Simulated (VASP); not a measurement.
# Ta16H (a cell with a defect) in VASP: further runs

Ta16H (a cell with a defect) is run at these levels: PBE; tasks: single point.

All numbers are computed with VASP 6.6.1; they aren't measurements. Logs are shortened: lines on timing, memory, paths and dates and some standing lists are left out, and cuts for length are marked.

## (1) The cell of the first run

The cell holds a defect, 17 atoms: a = 6.620 Å, b = 6.620 Å, c = 6.620 Å, α = 90.00°, β = 90.00°, γ = 90.00°.

## (2) Single point, PBE

File INCAR:

```
PREC = Accurate
ENCUT = 520
EDIFF = 1E-6
ISMEAR = -1
SIGMA = 0.1
LREAL = Auto
LASPH = T
NELM = 100
ALGO = Normal
ISIF = 2
LWAVE = F
LCHARG = F
GGA = PE
NBANDS = 102
```

File KPOINTS:

```
regular mesh
0
Gamma
  3 3 3
```

File POSCAR:

```
Ta16H
1.0
    6.6200000000      0.0000000000      0.0000000000
    0.0000000000      6.6200000000      0.0000000000
    0.0000000000      0.0000000000      6.6200000000
Ta H
16 1
Direct
    0.0038217523      0.0175075529      0.0229607251
    0.4704984894     -0.0004833837      0.0370996979
   -0.0148489426      0.5093353474     -0.0181419940
   -0.0110271903     -0.0171450151      0.5338670695
    0.2850906344      0.2415256798      0.2460876133
    0.5000151057      0.4934441088     -0.0284592145
    0.4995468278      0.0047583082      0.4825679758
    0.7515105740      0.2603172205      0.2566012085
    0.0290483384      0.4889274924      0.4615861027
    0.2765861027      0.7219335347      0.2465558912
    0.2303474320      0.2519335347      0.7496072508
    0.5193806647      0.5011178248      0.5077643505
    0.7583685801      0.7425830816      0.2405589124
    0.7566314199      0.2460876133      0.7439123867
    0.2401510574      0.7404984894      0.7494259819
    0.6974169184      0.7957854985      0.7613595166
    0.0195619335      0.8695468278      0.2621903323
```

Potentials or basis: VASP PAW PBE potentials, release 64 (Ta_pv, H).

Launch:

```console
$ cat potpaw_PBE.64/Ta_pv/POTCAR potpaw_PBE.64/H/POTCAR > POTCAR
$ mpirun -np 1 vasp_std > vasp.out
```

OUTCAR:

```text
PREC = Accurate
   ENCUT = 520
   EDIFF = 1E-6
   ISMEAR = -1
   LREAL = Auto
   LASPH = T
   NELM = 100
   ISIF = 2
   GGA = PE

 ion  position               nearest neighbor table
   1  0.004  0.018  0.023-  17 1.87   8 2.79   5 2.80  11 2.82  13 2.83  14 2.89  15 3.01  16 3.04
                            10 3.05   2 3.09   4 3.25   3 3.27   3 3.38   4 3.39   2 3.53
   2  0.470  1.000  0.037-   5 2.45  10 2.64  16 2.72  13 2.89   8 2.92   7 2.96  15 2.98  11 2.99
                             1 3.09  14 3.17   6 3.30   6 3.38   1 3.53
   3  0.985  0.509  0.982-  15 2.75  13 2.75  14 2.79  11 2.81   8 2.90  10 2.96  16 3.06   5 3.19
                             9 3.19   6 3.21   1 3.27   1 3.38   6 3.41   9 3.46
   4  0.989  0.983  0.534-  17 1.96  14 2.71  15 2.72  16 2.74  11 2.79  13 2.94   8 3.04  10 3.20
                             5 3.23   1 3.25   7 3.26   9 3.32   1 3.39   9 3.39   7 3.40
   5  0.285  0.242  0.246-   2 2.45   7 2.63   9 2.76   1 2.80   6 2.85  12 2.89   8 3.09  10 3.18
                             3 3.19   4 3.23  11 3.31  11 3.35  10 3.44   8 3.54
   6  0.500  0.493  0.972-  16 2.77  10 2.79  15 2.79  14 2.80  11 2.81   5 2.85   8 2.95  13 2.97
                            12 3.07   3 3.21   2 3.30   2 3.38   3 3.41  12 3.55
   7  0.500  0.005  0.483-   5 2.63  16 2.65   8 2.81  10 2.85  14 2.91  13 2.92   2 2.96  11 3.00
                            15 3.02   4 3.26  12 3.29  12 3.34   4 3.40
   8  0.752  0.260  0.257-   9 2.74  12 2.77   1 2.79   7 2.81   3 2.90   2 2.92   6 2.95   4 3.04
                             5 3.09  13 3.19  14 3.23  14 3.40  13 3.43   5 3.54
   9  0.029  0.489  0.462-  10 2.66   8 2.74   5 2.76  11 2.81  13 2.86  15 2.89  14 3.05   3 3.19
                            12 3.26   4 3.32  12 3.39   4 3.39   3 3.46  16 3.59
  10  0.277  0.722  0.247-  17 1.96   2 2.64   9 2.66  12 2.78   6 2.79   7 2.85   3 2.96   1 3.05
                             5 3.18  13 3.19   4 3.20  15 3.30  15 3.34  13 3.43   5 3.44
  11  0.230  0.252  0.750-   4 2.79   9 2.81   6 2.81   3 2.81   1 2.82   2 2.99  12 2.99   7 3.00
                            14 3.14  15 3.23   5 3.31   5 3.35  15 3.39  14 3.48
  12  0.519  0.501  0.508-   8 2.77  10 2.78  14 2.79  16 2.83  13 2.86   5 2.89  15 2.91  11 2.99
                             6 3.07   9 3.26   7 3.29   7 3.34   9 3.39   6 3.55
  13  0.758  0.743  0.241-  17 1.93   3 2.75   1 2.83   9 2.86  12 2.86   2 2.89   7 2.92   4 2.94
                             6 2.97  10 3.19   8 3.19  16 3.22   8 3.43  10 3.43  16 3.49
  14  0.757  0.246  0.744-   4 2.71  12 2.79   3 2.79   6 2.80   1 2.89   7 2.91  16 3.01   9 3.05
                            11 3.14   2 3.17   8 3.23   8 3.40  11 3.48
  15  0.240  0.740  0.749-   4 2.72   3 2.75   6 2.79   9 2.89  12 2.91   2 2.98   1 3.01   7 3.02
                            16 3.05  11 3.23  10 3.30  10 3.34  11 3.39
  16  0.697  0.796  0.761-   7 2.65   2 2.72   4 2.74   6 2.77  12 2.83  14 3.01   1 3.04  15 3.05
                             3 3.06  13 3.22  13 3.49   9 3.59
  17  0.020  0.870  0.262-   1 1.87  13 1.93   4 1.96  10 1.96

  LATTYP: Found a simple cubic cell.
 ALAT       =     6.6200000000

  Lattice vectors:

 A1 = (   6.6200000000,   0.0000000000,   0.0000000000)
 A2 = (   0.0000000000,   6.6200000000,   0.0000000000)
[... 164 lines left out ...]
   IALGO  =     38    algorithm
   IMIX   =      4    mixing-type and parameters
     AMIX     =   0.40;   BMIX     =  1.00
     AMIX_MAG =   1.60;   BMIX_MAG =  1.00
  volume/ion in A,a.u.               =      17.07       115.17
  Fermi-wavevector in a.u.,A,eV,Ry     =   1.388485  2.623857 26.230553  1.927891
  Thomas-Fermi vector in A             =   2.512607
   LORBIT       =      0    0 simple, 1 ext, 2 COOP (PROOUT), +10 PAW based schemes
   GGA     = PE    functional components
   LHFCALC =     F    Hartree Fock is set to
   AEXX    =    0.0000 exact exchange contribution
   IVDW    =     0    specifies the selected vdW correction
   LEPSILON=     F    determine dielectric tensor
   LRPA    =     F    only Hartree local field effects (RPA)
 non-spin polarized calculation
  energy-cutoff  :      520.00
  volume of cell :      290.12
 maximum number of plane-waves:      7820
 NGX is ok and might be reduce to    50
   NGX = 25   NGY = 25   NGZ = 25

 number of electron     176.9999991 magnetization

 Free energy of the ion-electron system (eV)
  ---------------------------------------------------
  ext. energy  EPLUGINS =         0.00000000
  ---------------------------------------------------
  free energy    TOTEN  =      -189.95272095 eV

  energy without entropy =     -189.35707689  energy(sigma->0) =     -189.65489892

 E-fermi :   5.6114     XC(G=0): -12.5898

 val. band max:        5.5751812472   @ k =   0.3333   0.3333   0.0000
 cond. band min:       5.6233147544   @ k =  -0.3333   0.0000   0.3333
 fundamental gap:      0.0481335072
 Fermi energy:         5.6113541603

 k-point     1 :       0.0000    0.0000    0.0000
  band No.  band energies     occupation
      1     -29.0600      2.00000
      2     -28.8754      2.00000
      3     -28.8463      2.00000
      4     -28.8178      2.00000
      5     -28.7830      2.00000
      6     -28.7627      2.00000
[... 1431 lines left out ...]
     99       8.0393      0.00000
    100       8.1046      0.00000
 [bands above 100 left out]

------------------------ aborting loop because EDIFF is reached ----------------------------------------

  FORCE on cell =-STRESS in cart. coord.  units (eV):
  Direction    XX          YY          ZZ          XY          YZ          ZX
  --------------------------------------------------------------------------------------
  -------------------------------------------------------------------------------------
  Total       14.5489092     15.8947567     15.6154708     -0.3015432     -0.5435448     -0.8130429
  in kB       80.3465154     87.7789735     86.2366139     -1.6652757     -3.0017321     -4.4900388
  external PRESSURE =      84.7873676 kB  Pullay stress =       0.0000000 kB

 VOLUME and BASIS-vectors are now :
 -----------------------------------------------------------------------------
  energy-cutoff  :      520.00
  volume of cell :      290.12
      direct lattice vectors                 reciprocal lattice vectors
     6.620000000  0.000000000  0.000000000     0.151057402  0.000000000  0.000000000
     0.000000000  6.620000000  0.000000000     0.000000000  0.151057402  0.000000000
     0.000000000  0.000000000  6.620000000     0.000000000  0.000000000  0.151057402

 POSITION                                       TOTAL-FORCE (eV/Angst)
 -----------------------------------------------------------------------------------
      0.02530      0.11590      0.15200        -0.550138     -0.607038     -1.775688
      3.11470      6.61680      0.24560         2.100814     -0.257721     -2.827921
      6.52170      3.37180      6.49990         0.533040     -0.657926      0.626602
      6.54700      6.50650      3.53420         0.844904      0.839064     -1.561189
      1.88730      1.59890      1.62910        -2.587434      1.877971      0.841288
      3.31010      3.26660      6.43160         0.211973      0.180677      1.152029
[... 9 lines left out ...]
      4.61690      5.26810      5.04020         1.938165     -1.350501      0.280567
      0.12950      5.75640      1.73570        -0.013256     -0.151028      0.289711
 -----------------------------------------------------------------------------------
    total drift:                                0.000333      0.000434     -0.005843

  FREE ENERGIE OF THE ION-ELECTRON SYSTEM (eV)
  ---------------------------------------------------
  free  energy   TOTEN  =      -189.9527209501 eV

  energy  without entropy=     -189.3570768899  energy(sigma->0) =     -189.65489892
```

OSZICAR:

```text
N       E                     dE             d eps       ncg     rms          rms(c)
DAV:   1     0.198058076575E+04    0.19806E+04   -0.97141E+04  2856   0.182E+03
DAV:   2    -0.700535019166E+02   -0.20506E+04   -0.20022E+04  2982   0.557E+02
DAV:   3    -0.191992406612E+03   -0.12194E+03   -0.11426E+03  3582   0.110E+02
DAV:   4    -0.197569467522E+03   -0.55771E+01   -0.53114E+01  3440   0.185E+01
DAV:   5    -0.197774682704E+03   -0.20522E+00   -0.20360E+00  3600   0.314E+00    0.565E+01
DAV:   6    -0.191911160084E+03    0.58635E+01   -0.11351E+01  3488   0.156E+01    0.285E+01
DAV:   7    -0.191705485557E+03    0.20567E+00   -0.20319E+01  3512   0.209E+01    0.744E+00
DAV:   8    -0.189913330783E+03    0.17922E+01   -0.92048E+00  3492   0.125E+01    0.151E+00
DAV:   9    -0.189971649965E+03   -0.58319E-01   -0.94008E-01  3536   0.334E+00    0.131E+00
DAV:  10    -0.189953674841E+03    0.17975E-01   -0.97713E-02  3376   0.156E+00    0.563E-01
DAV:  11    -0.189953146018E+03    0.52882E-03   -0.19055E-02  3632   0.687E-01    0.250E-01
DAV:  12    -0.189952696039E+03    0.44998E-03   -0.48692E-03  3552   0.369E-01    0.154E-01
DAV:  13    -0.189952743487E+03   -0.47448E-04   -0.88488E-04  3568   0.151E-01    0.577E-02
DAV:  14    -0.189952729737E+03    0.13750E-04   -0.20683E-04  3496   0.814E-02    0.234E-02
DAV:  15    -0.189952724514E+03    0.52230E-05   -0.32819E-05  3568   0.254E-02    0.112E-02
DAV:  16    -0.189952722122E+03    0.23924E-05   -0.71697E-06  2688   0.154E-02    0.517E-03
DAV:  17    -0.189952721055E+03    0.10668E-05   -0.12695E-06  1712   0.651E-03    0.246E-03
DAV:  18    -0.189952720950E+03    0.10489E-06   -0.39046E-07  1674   0.325E-03
   1 F= -.18995272E+03 E0= -.18965490E+03  d E =-.595644E+00
```

Wall time 9.7 min (1 thread of Intel Xeon Platinum 8488C (Sapphire Rapids), shared host); peak memory 0.51 GiB.

What came out:

- Free energy: -189.9527 eV
- Pressure: 8.5 GPa
- Largest force: 3.532 eV/Å
- Band gap on the k mesh: zero (an odd number of electrons rules out a gap without spin polarisation)

Forces on the atoms (eV/Å):
```
Ta  -0.550 -0.607 -1.776
Ta   2.101 -0.258 -2.828
Ta   0.533 -0.658  0.627
Ta   0.845  0.839 -1.561
Ta  -2.587  1.878  0.841
Ta   0.212  0.181  1.152
Ta   0.045 -0.630  1.619
Ta   0.462 -0.309 -0.428
Ta  -1.240  0.129  1.996
Ta  -1.297  0.592 -0.014
Ta   0.787 -0.138 -0.257
Ta  -0.562 -0.325 -0.637
Ta  -0.686  0.270  0.508
Ta  -0.404  0.129  0.305
Ta   0.416  0.408 -0.118
Ta   1.938 -1.351  0.281
H   -0.013 -0.151  0.290
```

Stress tensor (GPa, compression positive):
```
 8.03 -0.17 -0.45
-0.17  8.78 -0.30
-0.45 -0.30  8.62
```

Caveat: spin-orbit coupling is left out, which moves the levels of the heavy elements.

## (3) Single point, PBE

File INCAR:

```
SYSTEM = Ta16H
PREC     = Accurate       ! precision mode
ENCUT    = 520            ! plane-wave cutoff, eV
EDIFF    = 1E-7           ! SCF threshold, eV
ISMEAR   = -1             ! smearing method
SIGMA    = 0.1            ! smearing width, eV
LREAL    = Auto         
LASPH    = .TRUE.         ! aspherical terms in the spheres
NELM     = 100            ! most SCF steps
ALGO     = Normal         ! electronic algorithm
ISIF     = 2              ! what is computed and relaxed
LWAVE    = .FALSE.        ! write WAVECAR
LCHARG   = .FALSE.        ! write CHGCAR
GGA      = PE             ! functional
NBANDS   = 102            ! bands
```

File KPOINTS:

```
Automatic mesh
0
G
  3 3 3
  0 0 0
```

File POSCAR:

```
Ta16H
1.0
    6.6200000000      0.0000000000      0.0000000000
    0.0000000000      6.6200000000      0.0000000000
    0.0000000000      0.0000000000      6.6200000000
Ta H
16 1
Direct
   -0.0041087613      0.0208459215     -0.0160574018
    0.4815709970      0.0279003021      0.0154682779
   -0.0042900302      0.4900604230     -0.0141238671
    0.0163141994     -0.0022054381      0.5169184290
    0.2614199396      0.2554984894      0.2493806647
    0.5072205438      0.4864199396     -0.0129003021
    0.4851208459      0.0047280967      0.5077341390
    0.7719184290      0.2506344411      0.2375679758
    0.0030966767      0.4936555891      0.5103172205
    0.2612386707      0.7274924471      0.2429154079
    0.2336555891      0.2435498489      0.7447432024
    0.5104531722      0.4958157100      0.4969486405
    0.7303776435      0.7409365559      0.2554078550
    0.7465709970      0.2497734139      0.7546374622
    0.2446072508      0.7472809668      0.7400906344
    0.7474320242      0.7657250755      0.7643957704
    0.0004984894      0.8657099698      0.2407854985
```

Potentials or basis: VASP PAW PBE potentials, release 64 (Ta_pv, H).

Launch:

```console
$ cat potpaw_PBE.64/Ta_pv/POTCAR potpaw_PBE.64/H/POTCAR > POTCAR
$ mpirun -np 1 vasp_std > vasp.out
```

Run time: 11 min. Hardware: 1 thread of Intel Xeon Platinum 8488C (Sapphire Rapids), shared host; peak memory 0.51 GiB.

Results (log left out):

```
Free energy            : -191.5027 eV
Pressure               : 6.4 GPa
Largest force          : 2.500 eV/Å
Band gap on the k mesh : zero (an odd number of electrons rules out a gap without spin polarisation)
```

Forces in eV/Å, atoms in the order of the input:
```
Ta   0.401 -1.890  1.272
Ta   1.165 -2.011 -0.921
Ta   0.226  1.020  0.515
Ta  -1.595 -0.308 -1.459
Ta  -1.230  0.279  0.352
Ta  -0.529  0.988  0.736
Ta   1.024 -0.618 -0.808
Ta  -1.422  0.209  1.513
Ta  -0.392  0.382 -1.034
Ta  -0.005  0.738  0.339
Ta   1.757  1.190  0.123
Ta  -0.218  0.013  0.405
Ta   0.875  0.683 -0.481
Ta   0.133 -0.073 -0.797
Ta   0.218 -0.050  0.960
Ta  -0.413 -0.639 -0.854
H    0.004  0.088  0.139
```

Stress tensor (GPa, compression positive):
```
 6.08  0.03 -0.45
 0.03  7.09 -0.11
-0.45 -0.11  5.89
```

Levels at points of the mesh, in eV from the Fermi level:
```csv
k point,band 85,band 86,band 87,band 88,band 89,band 90,band 91,band 92,band 93,band 94
"(0.00, 0.00, 0.00)",0.61,0.72,0.83,0.86,0.92,1.02,1.04,1.10,1.18,1.26
```

Caveat: spin-orbit coupling is left out, which moves the levels of the heavy elements.

The gap in the log of VASP goes by the Fermi energy; the results here count the filled bands.